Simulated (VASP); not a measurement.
Wanted: the native input for a VASP 6.6.1 run.

```
Task                   : relaxation of cell and atoms
Functional             : LDA
Potentials or basis    : VASP PAW LDA potentials, release 64 (Zr_sv, S)
Cutoff                 : 600 eV
k mesh                 : 14 × 14 × 14
Occupations            : gaussian, width 0.1 eV
Spin                   : no spin polarisation
Dipole correction      : no
Further INCAR settings : ALGO = Normal; EDIFF = 1e-06; IBRION = 2; EDIFFG = -0.005; NSW = 100; ISIF = 3
```

The structure of ZrS lies in POSCAR:

```
ZrS
1.0
    0.0000000000      2.5690932212      2.5690932212
    2.5690932212      0.0000000000      2.5690932212
    2.5690932212      2.5690932212      0.0000000000
Zr S
1 1
Direct
    0.0000000000      0.0000000000      0.0000000000
    0.5000000000      0.5000000000      0.5000000000
```

One way to write it, as run:

INCAR

```
SYSTEM = ZrS
PREC = Accurate
ENCUT = 600
EDIFF = 1E-6
ISMEAR = 0
SIGMA = 0.1
LREAL = .FALSE.
LASPH = .TRUE.
NELM = 80
ALGO = Normal
ISIF = 3
LWAVE = .FALSE.
LCHARG = .FALSE.
GGA = CA
IBRION = 2
NSW = 100
EDIFFG = -0.005
```

KPOINTS

```
regular mesh
0
G
  14 14 14
  0 0 0
```

Potentials or basis: VASP PAW LDA potentials, release 64 (Zr_sv, S).

Run with:

```bash
$ cat potpaw_LDA.64/Zr_sv/POTCAR potpaw_LDA.64/S/POTCAR > POTCAR
$ mpirun -np 1 vasp_std > vasp.out
```

Results of the run:

```json
{"Relaxed volume": "16.94 Å³/atom", "Relaxed cell": "a = 3.632 Å, b = 3.632 Å, c = 3.632 Å, α = 60.00°, β = 60.00°, γ = 60.00°", "Space group after relaxing (to 0.05 Å)": "Fm-3m (No. 225)", "Energy gained by relaxing": "0.0 meV/atom", "Ionic steps": "3", "Pressure after relaxing": "0.0 GPa"}
```

It took 2.8 min on 1 thread of Intel Xeon 8259CL (shared host), peak memory 0.2 GiB.
